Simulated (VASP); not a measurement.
**TaC: single point with LDA**

The system is TaC.

```xyz
2
Lattice="0.0000 2.2377 2.2377 2.2377 0.0000 2.2377 2.2377 2.2377 0.0000" Properties=species:S:1:pos:R:3 pbc="T T T"
Ta    0.0000    0.0000    0.0000
C     2.2377    2.2377    2.2377
```

- Program: VASP 6.6.1
- Task: single point
- Functional: LDA
- Potentials or basis: VASP PAW LDA potentials, release 64 (Ta_pv, C)
- Cutoff: 600 eV
- k mesh: 11 × 11 × 11
- Occupations: methfessel-paxton, width 0.15 eV
- Spin: no spin polarisation

```yaml
Pressure: -12.2 GPa
```

Levels at points of the mesh, in eV from the Fermi level:
```csv
k point,band 5,band 6,band 7,band 8,band 9,band 10,band 11,band 12
"(0.00, 0.00, 0.00)",-1.45,-1.45,-1.45,-0.53,-0.53,-0.53,0.50,0.50
```

It took 13 s on 1 thread of Intel(R) Xeon(R) Platinum 8559C (Emerald Rapids), with other jobs on the host, peak memory 0.16 GiB.

Caveat: spin-orbit coupling is left out, which moves the levels of the heavy elements.
